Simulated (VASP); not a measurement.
# Cu (I4/mmm) in VASP: further runs

Cu is run at these levels: r2SCAN+rVV10; tasks: single point, relaxation of cell and atoms.

Program: VASP 6.6.1. These are calculated values, not measurements. Logs are shortened: lines on timing, memory, paths and dates and some standing lists are left out, and cuts for length are marked.

## 1. The cell of the first run

Symmetry: I4/mmm, No. 139, tetragonal system. The conventional cell has a = 2.884 Å, b = 2.884 Å, c = 2.731 Å, α = 90.00°, β = 90.00°, γ = 90.00°. Cu (site symmetry 4/mmm) has 14 Cu at 2.45 to 2.88 Å within 3.2 Å.

## 2. Single point, r2SCAN+rVV10

POSCAR

```
Cu
1.0
   -1.4418006103      1.4418006103      1.3655327459
    1.4418006103     -1.4418006103      1.3655327459
    1.4418006103      1.4418006103     -1.3655327459
Cu
1
Direct
    0.0000000000      0.0000000000      0.0000000000
```

INCAR.step1

```
PREC = Accurate
ENCUT = 520
ISMEAR = 0
SIGMA = 0.1
LREAL = False
LASPH = True
NELM = 100
NBANDS = 12
GGA = PE
ALGO = Normal
EDIFF = 1E-4
LWAVE = True
LCHARG = False
```

INCAR.step2

```
PREC = Accurate
ENCUT = 520
EDIFF = 1E-6
ISMEAR = 0
SIGMA = 0.1
LREAL = False
LASPH = True
NELM = 100
ALGO = Normal
ISIF = 2
LWAVE = False
LCHARG = False
METAGGA = R2SCAN
LMIXTAU = True
LUSE_VDW = True
IVDW_NL = 2
BPARAM = 11.95
CPARAM = 0.0093
NBANDS = 12
ISTART = 1
```

KPOINTS

```
regular mesh
0
Gamma
  20 20 20
```

Potentials or basis: VASP PAW PBE potentials, release 64 (Cu).

Started as:

```
cat potpaw_PBE.64/Cu/POTCAR > POTCAR
cp INCAR.step1 INCAR
mpirun -np 1 vasp_std > vasp.out
cp INCAR.step2 INCAR
mpirun -np 1 vasp_std > vasp.out
```

OUTCAR:

```text
PREC = Accurate
   ENCUT = 520
   EDIFF = 1E-6
   ISMEAR = 0
   LREAL = False
   LASPH = True
   NELM = 100
   ISIF = 2
   METAGGA = R2SCAN
   IVDW_NL = 2
   BPARAM = 11.95
   ISTART = 1

 ion  position               nearest neighbor table
   1  0.000  0.000  0.000-

  LATTYP: Found a body centered tetragonal cell.
 ALAT       =     2.8836012206
 C/A-ratio  =     0.9471023498

  Lattice vectors:

 A1 = (  -1.4418006103,   1.4418006103,   1.3655327459)
 A2 = (   1.4418006103,  -1.4418006103,   1.3655327459)
 A3 = (   1.4418006103,   1.4418006103,  -1.3655327459)

Analysis of symmetry for initial positions (statically):
=====================================================================
 Subroutine PRICEL returns:
 Original cell was already a primitive cell.

 Routine SETGRP: Setting up the symmetry group for a
 body centered tetragonal supercell.

 Subroutine GETGRP returns: Found 16 space group operations
 (whereof 16 operations were pure point group operations)
 out of a pool of 16 trial point group operations.

The static configuration has the point symmetry D_4h.

Analysis of symmetry for dynamics (positions and initial velocities):
=====================================================================
 Subroutine PRICEL returns:
 Original cell was already a primitive cell.

 Routine SETGRP: Setting up the symmetry group for a
 body centered tetragonal supercell.

 Subroutine GETGRP returns: Found 16 space group operations
 (whereof 16 operations were pure point group operations)
 out of a pool of 16 trial point group operations.

The dynamic configuration has the point symmetry D_4h.

 Subroutine INISYM returns: Found 16 space group operations
 (whereof 16 operations are pure point group operations),
 and found     1 'primitive' translations

----------------------------------------------------------------------------------------

                                     Primitive cell

  volume of cell :      11.3546

  direct lattice vectors                    reciprocal lattice vectors
    -1.441800610  1.441800610  1.365532746     0.000000000  0.346788590  0.366157459
     1.441800610 -1.441800610  1.365532746     0.346788590  0.000000000  0.366157459
     1.441800610  1.441800610 -1.365532746     0.346788590  0.346788590  0.000000000

  length of vectors
     2.454028867  2.454028867  2.454028867     0.504314991  0.504314991  0.490433127

  position of ions in fractional coordinates (direct lattice)
     0.000000000  0.000000000  0.000000000
[... 77 lines left out ...]
   LREAL  =      F    real-space projection
[... 7 lines left out ...]
   TEBEG  =    0.0;   TEEND  =   0.0 temperature during run
   PSTRESS=    0.0 pullay stress
   NELECT =      11.0000    total number of electrons
   NUPDOWN=      -1.0000    fix difference up-down
   EMIN   =  10.00;   EMAX   =-10.00  energy-range for DOS
   EFERMI =   0.00;   METHOD = LEGACY
   ISMEAR =     0;   SIGMA  =   0.10  broadening in eV -4-tet -1-fermi 0-gaus
   EFERMI_NEDOS =   21; number of points for ismear=-14 and -15
   IALGO  =     38    algorithm
   IMIX   =      4    mixing-type and parameters
     AMIX     =   0.40;   BMIX     =  1.00
     AMIX_MAG =   1.60;   BMIX_MAG =  1.00
  volume/ion in A,a.u.               =      11.35        76.62
  Fermi-wavevector in a.u.,A,eV,Ry     =   1.619875  3.061120 35.701628  2.623996
  Thomas-Fermi vector in A             =   2.713905
   LORBIT       =      0    0 simple, 1 ext, 2 COOP (PROOUT), +10 PAW based schemes
   METAGGA = R2SCAN    functional components
   LHFCALC =     F    Hartree Fock is set to
   AEXX    =    0.0000 exact exchange contribution
   IVDW_NL    =     2    kernel type
   BPARAM     =11.9500
   IVDW    =     0    specifies the selected vdW correction
   LEPSILON=     F    determine dielectric tensor
   LRPA    =     F    only Hartree local field effects (RPA)
 non-spin polarized calculation
 Gauss-broadening in eV      SIGMA  =   0.10
  energy-cutoff  :      520.00
  volume of cell :       11.35
 maximum number of plane-waves:       321
   NGX =  9   NGY =  9   NGZ =  9

 number of electron      11.0000005 magnetization

 Free energy of the ion-electron system (eV)
  ---------------------------------------------------
  ext. energy  EPLUGINS =         0.00000000
  ---------------------------------------------------
  free energy    TOTEN  =       -10.49960157 eV

  energy without entropy =      -10.49735016  energy(sigma->0) =      -10.49847587

 E-fermi :   7.8677     XC(G=0): -14.0435

 val. band max:        7.8651198322   @ k =   0.3000   0.1000   0.1000
 cond. band min:       7.8734231265   @ k =  -0.2500   0.4000   0.2000
 fundamental gap:      0.0083032943
 Fermi energy:         7.8676782742

 k-point     1 :       0.0000    0.0000    0.0000
  band No.  band energies     occupation
      1      -2.1226      2.00000
      2       4.3893      2.00000
      3       4.6166      2.00000
      4       4.6168      2.00000
      5       5.4677      2.00000
      6       5.7061      2.00000
      7      33.7092      0.00000
      8      33.7093      0.00000
      9      35.2519      0.00000
     10      38.0714      0.00000
     11      38.3943      0.00000
     12      38.3947      0.00000
[... 331 lines left out ...]
 k-point    24 :      -0.3500    0.0500   -0.0000
  band No.  band energies     occupation
      1       1.5880      2.00000
      2       3.8950      2.00000
      3       4.6323      2.00000
      4       5.5466      2.00000
      5       5.6826      2.00000
      6       5.9365      2.00000
      7      18.9571      0.00000
      8      26.2669      0.00000
      9      27.9882      0.00000
     10      31.4448      0.00000
     11      34.6349      0.00000
     12      41.8597      0.00000

 [... further k-points ...]

------------------------ aborting loop because EDIFF is reached ----------------------------------------

  FORCE on cell =-STRESS in cart. coord.  units (eV):
  Direction    XX          YY          ZZ          XY          YZ          ZX
  --------------------------------------------------------------------------------------
  -------------------------------------------------------------------------------------
  Total        0.0517888      0.0517888      0.0429663      0.0000000      0.0000000      0.0000000
  in kB        7.3075917      7.3075917      6.0627034      0.0000000      0.0000000      0.0000000
  external PRESSURE =       6.8926290 kB  Pullay stress =       0.0000000 kB

 VOLUME and BASIS-vectors are now :
 -----------------------------------------------------------------------------
  energy-cutoff  :      520.00
  volume of cell :       11.35
      direct lattice vectors                 reciprocal lattice vectors
    -1.441800610  1.441800610  1.365532746     0.000000000  0.346788590  0.366157459
     1.441800610 -1.441800610  1.365532746     0.346788590  0.000000000  0.366157459
     1.441800610  1.441800610 -1.365532746     0.346788590  0.346788590  0.000000000

 POSITION                                       TOTAL-FORCE (eV/Angst)
 -----------------------------------------------------------------------------------
      0.00000      0.00000      0.00000        -0.000000     -0.000000      0.000000
 -----------------------------------------------------------------------------------
    total drift:                                0.000000      0.000000      0.000000

  FREE ENERGIE OF THE ION-ELECTRON SYSTEM (eV)
  ---------------------------------------------------
  free  energy   TOTEN  =       -10.4996015725 eV

  energy  without entropy=      -10.4973501638  energy(sigma->0) =      -10.49847587
```

OUTCAR.step1:

```text
PREC = Accurate
   ENCUT = 520
   ISMEAR = 0
   LREAL = False
   LASPH = True
   NELM = 100
[... 575 lines left out ...]

 POSITION                                       TOTAL-FORCE (eV/Angst)
 -----------------------------------------------------------------------------------
      0.00000      0.00000      0.00000         0.000000      0.000000      0.000000
 -----------------------------------------------------------------------------------
    total drift:                                0.000000      0.000000     -0.000000

  FREE ENERGIE OF THE ION-ELECTRON SYSTEM (eV)
  ---------------------------------------------------
  free  energy   TOTEN  =        -3.6717245627 eV

  energy  without entropy=       -3.6695104154  energy(sigma->0) =       -3.67061749
```

It took 3.8 min on 1 thread of Intel Xeon Platinum 8488C (Sapphire Rapids), shared host; peak memory 0.23 GiB.

Results:

| Property | Result |
| --- | --- |
| Free energy | -10.4996 eV |
| Pressure | 0.7 GPa |

Stress tensor (GPa, compression positive):
```
0.73 0.00 0.00
0.00 0.73 0.00
0.00 0.00 0.61
```

Caveat: the PAW data sets were made with another functional, which shifts forces and pressure a little.

## 3. Relaxation of cell and atoms, r2SCAN+rVV10

This run uses another cell than the first one, of 11.46 Å³/atom, 1.009 times its volume.

POSCAR

```
Cu
1.0
   -1.4427933200      1.4427933200      1.3760814500
    1.4427933200     -1.4427933200      1.3760814500
    1.4427933200      1.4427933200     -1.3760814500
Cu
1
Direct
    0.0000000000      0.0000000000      0.0000000000
```

INCAR.step1

```
SYSTEM = Cu
ALGO     = Normal         ! electronic algorithm
EDIFF    = 1E-4           ! SCF threshold, eV
ENCUT    = 600            ! plane-wave cutoff, eV
GGA      = PE             ! functional
ISMEAR   = 0              ! smearing method
LASPH    = .True.         ! aspherical terms in the spheres
LCHARG   = .False.        ! write CHGCAR
LREAL    = .False.        ! projectors in reciprocal space
LWAVE    = .True.         ! write WAVECAR
NELM     = 100            ! most SCF steps
PREC     = Accurate       ! precision mode
SIGMA    = 0.1            ! smearing width, eV
```

INCAR.step2

```
SYSTEM = Cu
ALGO     = Normal         ! electronic algorithm
BPARAM   = 11.95        
CPARAM   = 0.0093       
EDIFF    = 1E-6           ! SCF threshold, eV
EDIFFG   = -0.002         ! ionic threshold
ENCUT    = 600            ! plane-wave cutoff, eV
IBRION   = 2              ! ionic algorithm
ISIF     = 3              ! what is computed and relaxed
ISMEAR   = 0              ! smearing method
ISTART   = 1            
IVDW_NL  = 2            
LASPH    = .True.         ! aspherical terms in the spheres
LCHARG   = .False.        ! write CHGCAR
LMIXTAU  = .True.       
LREAL    = .False.        ! projectors in reciprocal space
LUSE_VDW = .True.       
LWAVE    = .False.        ! write WAVECAR
METAGGA  = R2SCAN         ! meta-GGA
NELM     = 100            ! most SCF steps
NSW      = 100            ! ionic steps
PREC     = Accurate       ! precision mode
SIGMA    = 0.1            ! smearing width, eV
```

KPOINTS

```
k-points
0
Gamma
  20 20 20
  0 0 0
```

Potentials or basis: VASP PAW PBE potentials, release 64 (Cu).

Started as:

```
cat potpaw_PBE.64/Cu/POTCAR > POTCAR
cp INCAR.step1 INCAR
mpirun -np 1 vasp_std > vasp.out
cp INCAR.step2 INCAR
mpirun -np 1 vasp_std > vasp.out
```

It took 65 min on 1 thread of Intel Xeon Platinum 8488C (Sapphire Rapids), shared host; peak memory 0.31 GiB.

It converged, with:

- Free energy: -10.5002 eV
- Relaxed volume: 11.40 Å³/atom
- Relaxed cell: a = 2.457 Å, b = 2.457 Å, c = 2.457 Å, α = 108.06°, β = 108.06°, γ = 112.33°
- Space group after relaxing (to 0.05 Å): I4/mmm (No. 139)
- Energy gained by relaxing: 0.2 meV/atom
- Ionic steps: 42
- Pressure after relaxing: 0.0 GPa

The path:
| step | energy change (eV) | largest force (eV/Å) | pressure (GPa) | volume (Å³) |
| --- | --- | --- | --- | --- |
| 1 | 0.0000 | 0.0000 | -0.79 | 11.46 |
| 3 | -0.0001 | 0.0000 | -0.11 | 11.41 |
| 5 | -0.0001 | 0.0000 | 0.07 | 11.40 |
| 7 | -0.0001 | 0.0000 | 0.08 | 11.40 |
| 9 | -0.0001 | 0.0000 | -0.03 | 11.40 |
| 11 | -0.0001 | 0.0000 | 0.15 | 11.40 |
| 13 | -0.0001 | 0.0000 | 0.02 | 11.40 |
| 15 | -0.0001 | 0.0000 | -0.07 | 11.40 |
| 17 | -0.0001 | 0.0000 | 0.03 | 11.40 |
| 19 | -0.0001 | 0.0000 | -0.09 | 11.40 |
| 21 | -0.0001 | 0.0000 | 0.00 | 11.40 |
| 23 | -0.0001 | 0.0000 | -0.05 | 11.40 |
| 25 | -0.0002 | 0.0000 | 0.04 | 11.40 |
| 27 | -0.0002 | 0.0000 | 0.06 | 11.40 |
| 29 | -0.0002 | 0.0000 | -0.03 | 11.40 |
| 31 | -0.0001 | 0.0000 | 0.31 | 11.39 |
| 33 | -0.0002 | 0.0000 | -0.07 | 11.40 |
| 35 | -0.0002 | 0.0000 | -0.10 | 11.40 |
| 37 | -0.0001 | 0.0000 | 0.16 | 11.40 |
| 39 | -0.0001 | 0.0000 | 0.04 | 11.40 |
| 41 | -0.0001 | 0.0000 | 0.22 | 11.40 |
| 42 | -0.0002 | 0.0000 | -0.02 | 11.40 |

Final structure:
```
Cu
1.0
    -1.44324    1.44324    1.36821
     1.44324   -1.44324    1.36821
     1.44324    1.44324   -1.36821
Cu
1
Direct
  0.00000 0.00000 0.00000
```

Levels at points of the mesh, in eV from the Fermi level:
```
           k point  band 3  band 4  band 5  band 6  band 7  band 8  band 9
(0.00, 0.00, 0.00)   -3.24   -3.24   -2.39   -2.16   25.81   25.81   27.32
(0.50, 0.00, 0.00)   -2.28   -2.04   -1.45   -0.56    5.00   18.11   18.40
(0.50, 0.50, 0.00)   -2.45   -2.21   -1.48   -1.00    4.39   19.55   20.09
(0.50, 0.50, 0.50)   -1.66   -1.66   -1.60    8.11    8.11   10.31   13.69
```

Caveat: the PAW data sets were made with another functional, which shifts forces and pressure a little.

## 4. Single point, r2SCAN+rVV10

This run uses another cell than the first one, of 11.46 Å³/atom, 1.009 times its volume.

POSCAR is that of step 3.

INCAR.step1

```
SYSTEM = Cu
PREC     = Accurate       ! precision mode
ENCUT    = 520            ! plane-wave cutoff, eV
ISMEAR   = 0              ! smearing method
SIGMA    = 0.1            ! smearing width, eV
LREAL    = .False.        ! projectors in reciprocal space
LASPH    = .True.         ! aspherical terms in the spheres
NELM     = 100            ! most SCF steps
NBANDS   = 12             ! bands
GGA      = PE             ! functional
ALGO     = Normal         ! electronic algorithm
EDIFF    = 1E-4           ! SCF threshold, eV
LWAVE    = .True.         ! write WAVECAR
LCHARG   = .False.        ! write CHGCAR
```

INCAR.step2

```
SYSTEM = Cu
PREC     = Accurate       ! precision mode
ENCUT    = 520            ! plane-wave cutoff, eV
EDIFF    = 1E-6           ! SCF threshold, eV
ISMEAR   = 0              ! smearing method
SIGMA    = 0.1            ! smearing width, eV
LREAL    = .False.        ! projectors in reciprocal space
LASPH    = .True.         ! aspherical terms in the spheres
NELM     = 100            ! most SCF steps
ALGO     = Normal         ! electronic algorithm
ISIF     = 2              ! what is computed and relaxed
LWAVE    = .False.        ! write WAVECAR
LCHARG   = .False.        ! write CHGCAR
METAGGA  = R2SCAN         ! meta-GGA
LMIXTAU  = .True.       
LUSE_VDW = .True.       
IVDW_NL  = 2            
BPARAM   = 11.95        
CPARAM   = 0.0093       
NBANDS   = 12             ! bands
ISTART   = 1
```

KPOINTS

```
regular mesh
0
Gamma
  8 8 8
  0 0 0
```

Started as:

```
cat potpaw_PBE.64/Cu/POTCAR > POTCAR
cp INCAR.step1 INCAR
mpirun -np 1 vasp_std > vasp.out
cp INCAR.step2 INCAR
mpirun -np 1 vasp_std > vasp.out
```

Run time: 37 s. Hardware: 1 thread of Intel Xeon Platinum 8488C (Sapphire Rapids), shared host; peak memory 0.17 GiB.

It converged, with:

* Free energy: -10.4643 eV
* Pressure: -0.6 GPa

Stress tensor (GPa, compression positive):
```
-0.77  0.00  0.00
 0.00 -0.77  0.00
 0.00  0.00 -0.30
```

Levels at points of the mesh, in eV from the Fermi level:
```
           k point  band 4  band 5  band 6  band 7  band 8  band 9
(0.00, 0.00, 0.00)   -3.32   -2.44   -2.24   25.77   25.77   27.08
(0.50, 0.00, 0.00)   -2.12   -1.54   -0.64    4.86   18.03   18.32
(0.50, 0.50, 0.00)   -2.27   -1.56   -1.04    4.32   19.30   19.81
(0.50, 0.50, 0.50)   -1.74   -1.69    8.10    8.10   10.03   13.61
```

Caveat: the k points lie up to 0.39 Å⁻¹ apart; the PAW data sets were made with another functional, which shifts forces and pressure a little.

## 5. Summary

```csv
task,cell,k mesh,cutoff (eV),gap on the mesh (eV),pressure (GPa)
single point,"a = 2.454 Å, angles 108.0, 108.0, 112.4°, 1 atom",20 × 20 × 20,520,none,0.7
relaxation of cell and atoms,"relaxed from a = 2.461 Å, angles 108.2, 108.2, 112.0°, 1 atom",20 × 20 × 20,600,none,0.0
single point,"a = 2.461 Å, angles 108.2, 108.2, 112.0°, 1 atom",8 × 8 × 8,520,none,-0.6
```

Alike in all rows: level r2SCAN+rVV10; potentials or basis VASP PAW PBE potentials, release 64 (Cu); no spin polarisation; smearing gaussian 0.1 eV.

Caveats: some runs use coarse meshes; the PAW data sets were made with another functional, which shifts forces and pressure a little.

Total energies depend on the potentials used, so only differences within one code and one set of settings carry meaning.
